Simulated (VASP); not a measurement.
# SiO2: single point with PBE

The system is SiO2.

```
CELL_PARAMETERS angstrom
6.64289 -0.30724 -0.09539
-0.30724 7.19797 -0.16582
-0.09539 -0.16582 6.93632
ATOMIC_POSITIONS crystal
Si 0.63867 0.17051 0.31255
Si 0.33177 0.36426 0.98543
Si 0.69905 0.56595 0.42381
Si 0.11248 0.02867 0.68730
Si 0.68381 0.89559 0.66621
Si 0.06223 0.10890 0.23610
Si 0.34891 0.81447 0.96435
O 0.21937 0.80620 0.76122
O 0.21961 0.23023 0.78046
O 0.63579 0.67576 0.22851
O 0.35934 0.57449 0.99623
O 0.26785 0.97859 0.13686
O 0.57186 0.04054 0.46254
O 0.89776 0.95569 0.75621
O 0.14467 0.08059 0.46091
O 0.51228 0.25468 0.13939
O 0.10703 0.31524 0.12353
O 0.72325 0.67422 0.63940
O 0.82466 0.07333 0.21213
O 0.53513 0.89237 0.85233
O 0.77629 0.37265 0.42764
```

```json
{
  "Program": "VASP 6.6.1",
  "Task": "single point",
  "Functional": "PBE",
  "Potentials or basis": "VASP PAW PBE potentials, release 64 (Si, O)",
  "Cutoff": "520 eV",
  "k mesh": "1 × 1 × 1, shifted",
  "Occupations": "fermi-dirac, width 0.2482 eV",
  "Spin": "no spin polarisation",
  "Dipole correction": "no",
  "Further INCAR settings": "LREAL = Auto; ALGO = Normal; EDIFF = 1e-07; NBANDS = 72; ISYM = 0"
}
```

| Quantity | Value |
| --- | --- |
| Pressure | -3.3 GPa |
| Largest force | 9.571 eV/Å |
| Band gap on the k mesh | 3.14 eV |

Forces in eV/Å, atoms in the order of the input:
```
Si   3.073  4.503 -4.694
Si  -3.537 -6.815  3.198
Si  -1.550  5.252 -3.661
Si   4.519 -1.066  0.007
Si  -4.278  0.519  0.143
Si   3.969  0.772 -1.485
Si  -2.763 -0.647  1.385
O   -3.766  2.695 -1.766
O    1.956  0.936  1.926
O    1.347 -1.760  4.138
O    0.058  4.944 -1.075
O   -1.448 -2.500 -1.479
O   -0.870 -5.564  7.739
O    0.161  2.651  0.407
O   -1.362 -0.414 -0.071
O   -1.335  1.914 -1.666
O    2.022 -1.522  0.634
O   -0.974 -1.038 -2.223
O    0.113 -0.944 -0.588
O    4.962  2.032 -0.948
O   -0.296 -3.946  0.079
```

Stress tensor (GPa, compression positive):
```
 4.60  7.60 -3.52
 7.60 -5.12  4.39
-3.52  4.39 -9.31
```

Levels at points of the mesh, in eV from the valence-band top:
```csv
k point,band 52,band 53,band 54,band 55,band 56,band 57,band 58,band 59,band 60,band 61
"(0.25, 0.25, 0.25)",-0.90,-0.65,-0.41,-0.12,0.00,3.14,4.04,4.23,4.91,5.27
```

Wall time 49 s on 1 thread of Intel(R) Xeon(R) Platinum 8559C (Emerald Rapids), with other jobs on the host, peak memory 0.34 GiB.

Caveat: the k points lie up to 0.95 Å⁻¹ apart.
